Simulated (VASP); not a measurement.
# F (P1) in VASP: further runs

The runs below take F through single point, with PBEsol.

All numbers are computed with VASP 6.6.1; they aren't measurements. Logs are shortened: lines on timing, memory, paths and dates and some standing lists are left out, and cuts for length are marked.

## Step 1: The cell of the first run

The typed cell holds 4 atoms: a = 3.007 Å, b = 3.007 Å, c = 6.622 Å, α = 94.14°, β = 94.14°, γ = 63.57°.

## Step 2: Single point, PBEsol

Input file INCAR:

```
SYSTEM = F
ALGO = Normal
EDIFF = 1E-6
ENCUT = 520
GGA = PS
ISIF = 2
ISMEAR = -1
LASPH = .True.
LCHARG = .True.
LELF = .True.
LREAL = .False.
LVHAR = .True.
LWAVE = .False.
NBANDS = 22
NELM = 100
PREC = Accurate
SIGMA = 0.025
```

Input file KPOINTS:

```
k-points
0
Gamma
  7 7 3
  0 0 0
```

Input file POSCAR:

```
F
1.0
    2.5563224246     -1.5840272486      0.0000000000
    2.5563224246      1.5840272486      0.0000000000
   -0.5621106040      0.0000000000      6.5977088989
F
4
Direct
    0.9301690000      0.5965080000      0.1028400000
    0.3970410000      0.0951220000      0.4083160000
    0.1002290000      0.3932650000      0.9046980000
    0.5966170000      0.9034250000      0.5913970000
```

Potentials or basis: VASP PAW PBE potentials, release 64 (F).

Launch:

```console
> cat potpaw_PBE.64/F/POTCAR > POTCAR
> mpirun -np 1 vasp_std > vasp.out
```

OUTCAR:

```text
SYSTEM = F
   EDIFF = 1E-6
   ENCUT = 520
   GGA = PS
   ISIF = 2
   ISMEAR = -1
   LASPH = .True.
   LREAL = .False.
   NELM = 100
   PREC = Accurate

 ion  position               nearest neighbor table
   1  0.930  0.597  0.103-   3 1.44
   2  0.397  0.095  0.408-   4 1.36
   3  0.100  0.393  0.905-   1 1.44
   4  0.597  0.903  0.591-   2 1.36

  LATTYP: Found a base centered monoclinic cell.
 ALAT       =     5.1126448492
 B/A-ratio  =     0.6196508051
 C/A-ratio  =     1.2951439236
 COS(beta)  =    -0.0848903102

  Lattice vectors:

 A1 = (   2.5563224246,  -1.5840272486,   0.0000000000)
 A2 = (   2.5563224246,   1.5840272486,   0.0000000000)
 A3 = (  -0.5621106040,   0.0000000000,   6.5977088989)

Analysis of symmetry for initial positions (statically):
=====================================================================
 Subroutine PRICEL returns:
 Original cell was already a primitive cell.

 Routine SETGRP: Setting up the symmetry group for a
 base centered monoclinic supercell.

 Subroutine GETGRP returns: Found  1 space group operations
 (whereof  1 operations were pure point group operations)
 out of a pool of  4 trial point group operations.

The static configuration has the point symmetry C_1 .

Analysis of symmetry for dynamics (positions and initial velocities):
=====================================================================
 Subroutine PRICEL returns:
 Original cell was already a primitive cell.

 Routine SETGRP: Setting up the symmetry group for a
 base centered monoclinic supercell.

 Subroutine GETGRP returns: Found  1 space group operations
 (whereof  1 operations were pure point group operations)
 out of a pool of  4 trial point group operations.

The dynamic configuration has the point symmetry C_1 .

 Subroutine INISYM returns: Found  1 space group operations
 (whereof  1 operations are pure point group operations),
 and found     1 'primitive' translations

----------------------------------------------------------------------------------------

                                     Primitive cell

  volume of cell :      53.4320

  direct lattice vectors                    reciprocal lattice vectors
     2.556322425 -1.584027249  0.000000000     0.195593480 -0.315651136  0.016664144
[... 81 lines left out ...]
   PREC   = accura    normal or accurate (medium, high low for compatibility)
   ISTART =      0    job   : 0-new  1-cont  2-samecut
   ICHARG =      2    charge: 1-file 2-atom 10-const
   ISPIN  =      1    spin polarized calculation?
   LNONCOLLINEAR =      F non collinear calculations
   LSORBIT =      F    spin-orbit coupling
   LASPH  =      T    aspherical Exc in radial PAW
   ENCUT  =  520.0 eV  38.22 Ry    6.18 a.u.   5.59  5.59 12.31*2*pi/ulx,y,z
   NELM   =    100;   NELMIN=  2; NELMDL= -5     # of ELM steps
   EDIFF  = 0.1E-05   stopping-criterion for ELM
   LREAL  =      F    real-space projection
   EDIFFG = 0.1E-04   stopping-criterion for IOM
   NSW    =      0    number of steps for IOM
   IBRION =     -1    ionic relax: 0-MD 1-quasi-New 2-CG
   NFREE  =      0    steps in history (QN), initial steepest desc. (CG)
   ISIF   =      2    stress and relaxation
   ISYM   =      2    0-nonsym 1-usesym 2-fastsym
   POTIM  = 0.5000    time-step for ionic-motion
   TEBEG  =    0.0;   TEEND  =   0.0 temperature during run
   PSTRESS=    0.0 pullay stress
   NELECT =      28.0000    total number of electrons
   NUPDOWN=      -1.0000    fix difference up-down
   EMIN   =  10.00;   EMAX   =-10.00  energy-range for DOS
   EFERMI =   0.00;   METHOD = LEGACY
   ISMEAR =    -1;   SIGMA  =   0.03  broadening in eV -4-tet -1-fermi 0-gaus
   EFERMI_NEDOS =   21; number of points for ismear=-14 and -15
   IALGO  =     38    algorithm
   IMIX   =      4    mixing-type and parameters
     AMIX     =   0.40;   BMIX     =  1.00
     AMIX_MAG =   1.60;   BMIX_MAG =  1.00
  volume/ion in A,a.u.               =      13.36        90.14
  Fermi-wavevector in a.u.,A,eV,Ry     =   1.319857  2.494169 23.701672  1.742024
  Thomas-Fermi vector in A             =   2.449725
   LORBIT       =      0    0 simple, 1 ext, 2 COOP (PROOUT), +10 PAW based schemes
   GGA     = PS    functional components
   LHFCALC =     F    Hartree Fock is set to
   AEXX    =    0.0000 exact exchange contribution
   IVDW    =     0    specifies the selected vdW correction
   LEPSILON=     F    determine dielectric tensor
   LRPA    =     F    only Hartree local field effects (RPA)
 non-spin polarized calculation
  energy-cutoff  :      520.00
  volume of cell :       53.43
 maximum number of plane-waves:      1455
   NGX = 11   NGY = 11   NGZ = 25

 number of electron      28.0000003 magnetization

 Free energy of the ion-electron system (eV)
  ---------------------------------------------------
  ext. energy  EPLUGINS =         0.00000000
  ---------------------------------------------------
  free energy    TOTEN  =        -7.68140301 eV

  energy without entropy =       -7.68140301  energy(sigma->0) =       -7.68140301

 E-fermi :  -3.5276     XC(G=0):  -8.5570

 val. band max:       -4.1549747963   @ k =   0.0000   0.0000   0.0000
 cond. band min:      -1.5524481627   @ k =   0.0000   0.0000   0.0000
 fundamental gap:      2.6025266337
 Fermi energy:        -3.5275604191

 k-point     1 :       0.0000    0.0000    0.0000
  band No.  band energies     occupation
      1     -30.1460      2.00000
      2     -28.8830      2.00000
      3     -22.9822      2.00000
      4     -22.3586      2.00000
      5     -11.3098      2.00000
      6     -10.1354      2.00000
[... 589 lines left out ...]
     21      13.7023      0.00000
     22      15.7121      0.00000

 [... further k-points ...]
[... 5 lines left out ...]
  --------------------------------------------------------------------------------------
  -------------------------------------------------------------------------------------
  Total        0.2925713      0.7760819      1.8134641      0.0986581     -1.6267521     -0.1158544
  in kB        8.7728543     23.2710906     54.3773615      2.9582980    -48.7787365     -3.4739362
  external PRESSURE =      28.8071021 kB  Pullay stress =       0.0000000 kB

 VOLUME and BASIS-vectors are now :
 -----------------------------------------------------------------------------
  energy-cutoff  :      520.00
  volume of cell :       53.43
      direct lattice vectors                 reciprocal lattice vectors
     2.556322425 -1.584027249  0.000000000     0.195593480 -0.315651136  0.016664144
     2.556322425  1.584027249  0.000000000     0.195593480  0.315651136  0.016664144
    -0.562110604  0.000000000  6.597708899     0.000000000  0.000000000  0.151567766

 POSITION                                       TOTAL-FORCE (eV/Angst)
 -----------------------------------------------------------------------------------
      3.84487     -0.52853      0.67851         0.003531     -0.234594     -0.573802
      1.02861     -0.47825      2.69395         0.130897      0.963421     -2.073270
      0.75299      0.46418      5.96893        -0.005953      0.245138      0.551326
      3.50216      0.48599      3.90187        -0.128475     -0.973965      2.095746
 -----------------------------------------------------------------------------------
    total drift:                               -0.001451      0.001334      0.001315

  FREE ENERGIE OF THE ION-ELECTRON SYSTEM (eV)
  ---------------------------------------------------
  free  energy   TOTEN  =        -7.6814030072 eV

  energy  without entropy=       -7.6814030072  energy(sigma->0) =       -7.68140301
```

Run time: 1.9 min. Hardware: 1 thread of AMD EPYC 7R13, shared host; peak memory 0.17 GiB.

What came out:

```
Free energy            : -7.6814 eV
Pressure               : 2.9 GPa
Largest force          : 2.315 eV/Å
Band gap on the k mesh : 2.60 eV
```

Forces on the atoms (eV/Å):
```
F    0.004 -0.235 -0.574
F    0.131  0.963 -2.073
F   -0.006  0.245  0.551
F   -0.128 -0.974  2.096
```

Levels at points of the mesh, in eV from the valence-band top:
```tsv
k point	band 12	band 13	band 14	band 15	band 16	band 17
(0.00, 0.00, 0.00)	-0.26	-0.10	0.00	2.60	4.15	9.70
```

Caveat: the PAW data sets were made with another functional, which shifts forces and pressure a little; an odd mesh through Γ misses points on the zone boundary, where band edges can lie.

## Step 3: Single point, PBEsol

Input file INCAR:

```
PREC     = Accurate       # precision mode
ENCUT    = 520            # plane-wave cutoff, eV
EDIFF    = 1E-6           # SCF threshold, eV
ISMEAR   = -1             # smearing method
SIGMA    = 0.01           # smearing width, eV
LREAL    = False          # projectors in reciprocal space
LASPH    = True           # aspherical terms in the spheres
NELM     = 60             # most SCF steps
ALGO     = Normal         # electronic algorithm
ISIF     = 2              # what is computed and relaxed
LWAVE    = False          # write WAVECAR
LCHARG   = True           # write CHGCAR
GGA      = PS             # functional
LELF     = True           # ELF
LVHAR    = True         
NBANDS   = 22             # bands
```

Input file KPOINTS:

```
regular mesh
0
Gamma
  7 7 3
```

POSCAR is that of step 2.

Potentials or basis: VASP PAW PBE potentials, release 64 (F).

Launch:

```console
> cat potpaw_PBE.64/F/POTCAR > POTCAR
> mpirun -np 1 vasp_std > vasp.out
```

Run time: 89 s. Hardware: 1 thread of AMD EPYC 7R13, shared host; peak memory 0.17 GiB.

The run converged. Its results:

```
Free energy            : -7.6814 eV
Pressure               : 2.9 GPa
Largest force          : 2.315 eV/Å
Band gap on the k mesh : 2.60 eV
```

Forces on the atoms (eV/Å):
```
F    0.004 -0.235 -0.574
F    0.131  0.963 -2.073
F   -0.006  0.245  0.551
F   -0.128 -0.974  2.096
```

Stress tensor (GPa, compression positive):
```
 0.88  0.30 -0.35
 0.30  2.33 -4.88
-0.35 -4.88  5.44
```

Levels at points of the mesh, in eV from the valence-band top:
| k point | band 12 | band 13 | band 14 | band 15 | band 16 | band 17 |
| --- | --- | --- | --- | --- | --- | --- |
| (0.00, 0.00, 0.00) | -0.26 | -0.10 | 0.00 | 2.60 | 4.15 | 9.70 |

Caveat: the PAW data sets were made with another functional, which shifts forces and pressure a little; an odd mesh through Γ misses points on the zone boundary, where band edges can lie.

## Step 4: Single point, PBEsol

Input file INCAR:

```
PREC = Accurate ; ENCUT = 520
EDIFF = 1E-6 ; ISMEAR = -1
SIGMA = 0.005 ; LREAL = False
LASPH = True ; NELM = 100
ALGO = Normal ; ISIF = 2
LWAVE = False ; LCHARG = True
GGA = PS ; LELF = True
LVHAR = True ; NBANDS = 22
```

KPOINTS is that of step 3.

POSCAR is that of step 3.

Launch:

```console
> cat potpaw_PBE.64/F/POTCAR > POTCAR
> mpirun -np 1 vasp_std > vasp.out
```

It took 87 s on 1 thread of AMD EPYC 7R13, shared host; peak memory 0.17 GiB.

It converged, with:

```
Free energy            : -7.6814 eV
Pressure               : 2.9 GPa
Largest force          : 2.315 eV/Å
Band gap on the k mesh : 2.60 eV
```

Forces in eV/Å, atoms in the order of the input:
```
F    0.004 -0.235 -0.574
F    0.131  0.963 -2.073
F   -0.006  0.245  0.551
F   -0.128 -0.974  2.096
```

Stress tensor (GPa, compression positive):
```
 0.88  0.30 -0.35
 0.30  2.33 -4.88
-0.35 -4.88  5.44
```

Levels at points of the mesh, in eV from the valence-band top:
```tsv
k point	band 12	band 13	band 14	band 15	band 16	band 17
(0.00, 0.00, 0.00)	-0.26	-0.10	0.00	2.60	4.15	9.70
```

Caveat: the PAW data sets were made with another functional, which shifts forces and pressure a little; an odd mesh through Γ misses points on the zone boundary, where band edges can lie.

## Step 5: The runs side by side

| smearing | gap on the mesh (eV) | pressure (GPa) | largest force (eV/Å) |
| --- | --- | --- | --- |
| fermi-dirac 0.025 eV | 2.60 | 2.9 | 2.31 |
| fermi-dirac 0.01 eV | 2.60 | 2.9 | 2.31 |
| fermi-dirac 0.005 eV | 2.60 | 2.9 | 2.31 |

Alike in all rows: task single point; level PBEsol; potentials or basis VASP PAW PBE potentials, release 64 (F); no spin polarisation; cell as given; k mesh 7 × 7 × 3; cutoff (eV) 520.

Caveats: the PAW data sets were made with another functional, which shifts forces and pressure a little; an odd mesh through Γ misses points on the zone boundary, where band edges can lie.

Total energies depend on the potentials used, so only differences within one code and one set of settings carry meaning.
